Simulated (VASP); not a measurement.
# In (P6/mmm) in VASP: notebook

The runs below take In through single point, with PBE.

Everything below comes from runs of VASP 6.6.1. Logs are shortened: lines on timing, memory, paths and dates and some standing lists are left out, and cuts for length are marked.

## (1) The cell of the first run

Symmetry: P6/mmm, No. 191, hexagonal system. The conventional cell has a = 3.093 Å, b = 3.093 Å, c = 2.926 Å, α = 90.00°, β = 90.00°, γ = 120.00°. Within 3.9 Å of In (site symmetry 6/mmm) lie 8 In at 2.93 to 3.09 Å.

## (2) Single point, PBE

Input file INCAR:

```
  PREC = Accurate
  ENCUT = 520
  EDIFF = 1E-6
  ISMEAR = -1
  SIGMA = 0.1
  LREAL = F
  LASPH = T
  NELM = 100
  ALGO = Normal
  ISIF = 2
  LWAVE = F
  LCHARG = F
  GGA = PE
  NBANDS = 12
```

Input file KPOINTS:

```
regular mesh
0
Gamma
  15 15 14
```

Input file POSCAR:

```
In
1.0
    3.0932074682      0.0000000000      0.0000000000
   -1.5466037341      2.6787962467      0.0000000000
    0.0000000000      0.0000000000      2.9263838411
In
1
Direct
    0.0000000000      0.0000000000      0.0000000000
```

Potentials or basis: VASP PAW PBE potentials, release 64 (In_d).

Command:

```bash
cat potpaw_PBE.64/In_d/POTCAR > POTCAR
mpirun -np 1 vasp_std > vasp.out
```

OUTCAR:

```text
PREC = Accurate
   ENCUT = 520
   EDIFF = 1E-6
   ISMEAR = -1
   LREAL = F
   LASPH = T
   NELM = 100
   ISIF = 2
   GGA = PE

 ion  position               nearest neighbor table
   1  0.000  0.000  0.000-

  LATTYP: Found a hexagonal cell.
 ALAT       =     3.0932074682
 C/A-ratio  =     0.9460677537

  Lattice vectors:

 A1 = (   3.0932074682,   0.0000000000,   0.0000000000)
 A2 = (  -1.5466037341,   2.6787962467,   0.0000000000)
 A3 = (   0.0000000000,   0.0000000000,   2.9263838411)

Analysis of symmetry for initial positions (statically):
=====================================================================
 Subroutine PRICEL returns:
 Original cell was already a primitive cell.

 Routine SETGRP: Setting up the symmetry group for a
 hexagonal supercell.

 Subroutine GETGRP returns: Found 24 space group operations
 (whereof 24 operations were pure point group operations)
 out of a pool of 24 trial point group operations.

The static configuration has the point symmetry D_6h.

Analysis of symmetry for dynamics (positions and initial velocities):
=====================================================================
 Subroutine PRICEL returns:
 Original cell was already a primitive cell.

 Routine SETGRP: Setting up the symmetry group for a
 hexagonal supercell.

 Subroutine GETGRP returns: Found 24 space group operations
 (whereof 24 operations were pure point group operations)
 out of a pool of 24 trial point group operations.

The dynamic configuration has the point symmetry D_6h.

 Subroutine INISYM returns: Found 24 space group operations
 (whereof 24 operations are pure point group operations),
 and found     1 'primitive' translations

----------------------------------------------------------------------------------------

                                     Primitive cell

  volume of cell :      24.2482

  direct lattice vectors                    reciprocal lattice vectors
     3.093207468  0.000000000  0.000000000     0.323289016  0.186651001  0.000000000
    -1.546603734  2.678796247  0.000000000     0.000000000  0.373302001  0.000000000
     0.000000000  0.000000000  2.926383841     0.000000000  0.000000000  0.341718672

  length of vectors
     3.093207468  3.093207468  2.926383841     0.373302001  0.373302001  0.341718672

  position of ions in fractional coordinates (direct lattice)
     0.000000000  0.000000000  0.000000000

  ion indices of the primitive-cell ions
   primitive index   ion index
                 1           1

----------------------------------------------------------------------------------------

 KPOINTS: regular mesh

Automatic generation of k-mesh.
 Grid dimensions read from file:
 generate k-points for:   15   15   14

 Generating k-lattice:

  Cartesian coordinates                     Fractional coordinates (reciprocal lattice)
     0.021552601  0.012443400  0.000000000     0.066666667  0.000000000  0.000000000
     0.000000000  0.024886800  0.000000000     0.000000000  0.066666667  0.000000000
     0.000000000  0.000000000  0.024408477     0.000000000  0.000000000  0.071428571

  Length of vectors
     0.024886800  0.024886800  0.024408477

  Shift w.r.t. Gamma in fractional coordinates (k-lattice)
     0.000000000  0.000000000  0.000000000

 Subroutine IBZKPT returns following result:
 ===========================================

 Found    216 irreducible k-points:

 Following reciprocal coordinates:
            Coordinates               Weight
  0.000000  0.000000  0.000000      1.000000
  0.066667  0.000000  0.000000      6.000000
  0.133333 -0.000000  0.000000      6.000000
  0.200000 -0.000000  0.000000      6.000000
  0.266667 -0.000000  0.000000      6.000000
  0.333333 -0.000000  0.000000      6.000000
[... 16 lines left out ...]
  0.333333  0.200000  0.000000     12.000000
  0.400000  0.200000  0.000000      6.000000
 [... further k-points ...]
   k-points           NKPTS =    216   k-points in BZ     NKDIM =    216   number of bands    NBANDS=     12
   number of dos      NEDOS =    301   number of ions     NIONS =      1
   total plane-waves  NPLWV =  13824
   dimension x,y,z NGX =    24 NGY =   24 NGZ =   24
   dimension x,y,z NGXF=    48 NGYF=   48 NGZF=   48
   ions per type =               1
   NGX,Y,Z   is equivalent  to a cutoff of  12.90, 12.90, 13.63 a.u.
   NGXF,Y,Z  is equivalent  to a cutoff of  25.80, 25.80, 27.27 a.u.
 SYSTEM =  unknown system
   PREC   = accura    normal or accurate (medium, high low for compatibility)
   ISTART =      0    job   : 0-new  1-cont  2-samecut
   ICHARG =      2    charge: 1-file 2-atom 10-const
   ISPIN  =      1    spin polarized calculation?
   LNONCOLLINEAR =      F non collinear calculations
   LSORBIT =      F    spin-orbit coupling
   LASPH  =      T    aspherical Exc in radial PAW
   ENCUT  =  520.0 eV  38.22 Ry    6.18 a.u.   5.75  5.75  5.44*2*pi/ulx,y,z
   NELM   =    100;   NELMIN=  2; NELMDL= -5     # of ELM steps
   EDIFF  = 0.1E-05   stopping-criterion for ELM
   LREAL  =      F    real-space projection
   EDIFFG = 0.1E-04   stopping-criterion for IOM
   NSW    =      0    number of steps for IOM
   IBRION =     -1    ionic relax: 0-MD 1-quasi-New 2-CG
   NFREE  =      0    steps in history (QN), initial steepest desc. (CG)
   ISIF   =      2    stress and relaxation
   ISYM   =      2    0-nonsym 1-usesym 2-fastsym
   POTIM  = 0.5000    time-step for ionic-motion
   TEBEG  =    0.0;   TEEND  =   0.0 temperature during run
   PSTRESS=    0.0 pullay stress
   NELECT =      13.0000    total number of electrons
   NUPDOWN=      -1.0000    fix difference up-down
   EMIN   =  10.00;   EMAX   =-10.00  energy-range for DOS
   EFERMI =   0.00;   METHOD = LEGACY
   ISMEAR =    -1;   SIGMA  =   0.10  broadening in eV -4-tet -1-fermi 0-gaus
   EFERMI_NEDOS =   21; number of points for ismear=-14 and -15
   IALGO  =     38    algorithm
   IMIX   =      4    mixing-type and parameters
     AMIX     =   0.40;   BMIX     =  1.00
     AMIX_MAG =   1.60;   BMIX_MAG =  1.00
  volume/ion in A,a.u.               =      24.25       163.64
  Fermi-wavevector in a.u.,A,eV,Ry     =   1.329932  2.513206 24.064867  1.768718
  Thomas-Fermi vector in A             =   2.459057
   LORBIT       =      0    0 simple, 1 ext, 2 COOP (PROOUT), +10 PAW based schemes
   GGA     = PE    functional components
   LHFCALC =     F    Hartree Fock is set to
   AEXX    =    0.0000 exact exchange contribution
   IVDW    =     0    specifies the selected vdW correction
   LEPSILON=     F    determine dielectric tensor
   LRPA    =     F    only Hartree local field effects (RPA)
 non-spin polarized calculation
  energy-cutoff  :      520.00
  volume of cell :       24.25
 maximum number of plane-waves:       665
 NGX is ok and might be reduce to    24
   NGX = 11   NGY = 11   NGZ = 11

 number of electron      13.0000006 magnetization

 Free energy of the ion-electron system (eV)
  ---------------------------------------------------
  ext. energy  EPLUGINS =         0.00000000
  ---------------------------------------------------
  free energy    TOTEN  =        -2.43160775 eV

  energy without entropy =       -2.41446990  energy(sigma->0) =       -2.42303882

 E-fermi :   8.3074     XC(G=0): -10.5793

 val. band max:        8.2972440224   @ k =   0.2667   0.2667   0.2143
 cond. band min:       8.3165664129   @ k =   0.3333   0.3333   0.2857
 fundamental gap:      0.0193223905
 Fermi energy:         8.3074000844

 k-point     1 :       0.0000    0.0000    0.0000
  band No.  band energies     occupation
      1      -6.9444      2.00000
      2      -6.4746      2.00000
      3      -6.4746      2.00000
      4      -5.9949      2.00000
      5      -5.9949      2.00000
      6      -1.7753      2.00000
      7      16.0101      0.00000
      8      18.8144      0.00000
      9      18.8144      0.00000
     10      19.6735      0.00000
     11      20.3116      0.00000
     12      22.8932      0.00000

 k-point     2 :       0.0667    0.0000    0.0000
  band No.  band energies     occupation
      1      -6.9331      2.00000
      2      -6.4814      2.00000
      3      -6.4531      2.00000
      4      -6.0055      2.00000
      5      -5.9973      2.00000
      6      -1.6745      2.00000
      7      16.1330      0.00000
      8      17.6477      0.00000
      9      18.3617      0.00000
     10      19.7076      0.00000
     11      19.9427      0.00000
     12      23.4629      0.00000

 k-point     3 :       0.1333   -0.0000    0.0000
  band No.  band energies     occupation
      1      -6.9032      2.00000
      2      -6.4999      2.00000
      3      -6.3918      2.00000
      4      -6.0352      2.00000
      5      -6.0040      2.00000
      6      -1.3692      2.00000
      7      15.4416      0.00000
      8      16.4969      0.00000
      9      17.4258      0.00000
     10      19.2766      0.00000
     11      20.0220      0.00000
     12      24.7439      0.00000
[... 286 lines left out ...]
 k-point    23 :       0.3333    0.2000    0.0000
  band No.  band energies     occupation
      1      -6.7201      2.00000
      2      -6.4814      2.00000
      3      -6.1983      2.00000
      4      -6.1133      2.00000
      5      -6.0957      2.00000
      6       3.3195      2.00000
      7       6.5763      2.00000
      8       9.8509      0.00000
      9      21.0721      0.00000
     10      22.0955      0.00000
     11      23.0410      0.00000
     12      25.5720      0.00000

 k-point    24 :       0.4000    0.2000    0.0000
  band No.  band energies     occupation
      1      -6.7177      2.00000
      2      -6.4682      2.00000
      3      -6.2028      2.00000
      4      -6.1108      2.00000
      5      -6.1012      2.00000
      6       4.3285      2.00000
      7       5.4036      2.00000
      8       9.7163      0.00000
      9      21.5945      0.00000
     10      22.4128      0.00000
     11      22.9064      0.00000
     12      25.0009      0.00000

 [... further k-points ...]

------------------------ aborting loop because EDIFF is reached ----------------------------------------

  FORCE on cell =-STRESS in cart. coord.  units (eV):
  Direction    XX          YY          ZZ          XY          YZ          ZX
  --------------------------------------------------------------------------------------
  -------------------------------------------------------------------------------------
  Total        1.1667074      1.1667074      1.1732504      0.0000000      0.0000000      0.0000000
  in kB       77.0890198     77.0890198     77.5213420      0.0000000      0.0000000      0.0000000
  external PRESSURE =      77.2331272 kB  Pullay stress =       0.0000000 kB

 VOLUME and BASIS-vectors are now :
 -----------------------------------------------------------------------------
  energy-cutoff  :      520.00
  volume of cell :       24.25
      direct lattice vectors                 reciprocal lattice vectors
     3.093207468  0.000000000  0.000000000     0.323289016  0.186651001  0.000000000
    -1.546603734  2.678796247  0.000000000     0.000000000  0.373302001  0.000000000
     0.000000000  0.000000000  2.926383841     0.000000000  0.000000000  0.341718672

 POSITION                                       TOTAL-FORCE (eV/Angst)
 -----------------------------------------------------------------------------------
      0.00000      0.00000      0.00000         0.000000      0.000000      0.000000
 -----------------------------------------------------------------------------------
    total drift:                                0.000000     -0.000000      0.000000

  FREE ENERGIE OF THE ION-ELECTRON SYSTEM (eV)
  ---------------------------------------------------
  free  energy   TOTEN  =        -2.4316077466 eV

  energy  without entropy=       -2.4144699013  energy(sigma->0) =       -2.42303882
```

Wall time 20 s (1 thread of Intel Xeon 6975P-C, shared host); peak memory 0.18 GiB.

Results:

```
Free energy : -2.4316 eV
Pressure    : 7.7 GPa
```

Levels at points of the mesh, in eV from the Fermi level:
```
           k point  band 3  band 4  band 5  band 6  band 7  band 8  band 9  band 10  band 11  band 12
(0.00, 0.00, 0.00)  -14.78  -14.30  -14.30  -10.08    7.70   10.51   10.51    11.37    12.00    14.59
(0.00, 0.00, 0.50)  -14.63  -14.57  -14.57   -5.81   -4.13   14.49   14.78    14.78    14.81    16.62
```

Caveat: spin-orbit coupling is left out, which moves the levels of the heavy elements.

## (3) Single point, PBE

This run uses another cell than the first one, of 27.10 Å³/atom, 1.118 times its volume.

Input file INCAR:

```
PREC = Accurate ; ENCUT = 520
EDIFF = 1E-7 ; ISMEAR = -1
SIGMA = 0.1 ; LREAL = F
LASPH = T ; NELM = 100
ALGO = Normal ; ISIF = 2
LWAVE = F ; LCHARG = F
GGA = PE ; NBANDS = 12
```

Input file KPOINTS:

```
Automatic mesh
0
Gamma
  15 15 14
```

Input file POSCAR:

```
In
1.0
    3.2073413872      0.0000000000      0.0000000000
   -1.6036706936      2.7776391199      0.0000000000
    0.0000000000      0.0000000000      3.0420314030
In
1
Direct
    0.0000000000      0.0000000000      0.0000000000
```

Potentials or basis: VASP PAW PBE potentials, release 64 (In_d).

Command:

```bash
cat potpaw_PBE.64/In_d/POTCAR > POTCAR
mpirun -np 1 vasp_std > vasp.out
```

Run time: 22 s. Hardware: 1 thread of Intel Xeon 6975P-C, shared host; peak memory 0.19 GiB.

The run converged. Its results:

- Free energy: -2.5120 eV
- Pressure: 1.8 GPa

Levels at points of the mesh, in eV from the Fermi level:
```csv
k point,band 4,band 5,band 6,band 7,band 8,band 9,band 10,band 11
"(0.00, 0.00, 0.00)",-14.29,-14.29,-9.33,7.11,9.60,9.60,10.52,11.77
"(0.00, 0.00, 0.50)",-14.48,-14.48,-5.66,-3.62,13.13,13.13,14.09,14.12
```

Caveat: spin-orbit coupling is left out, which moves the levels of the heavy elements.
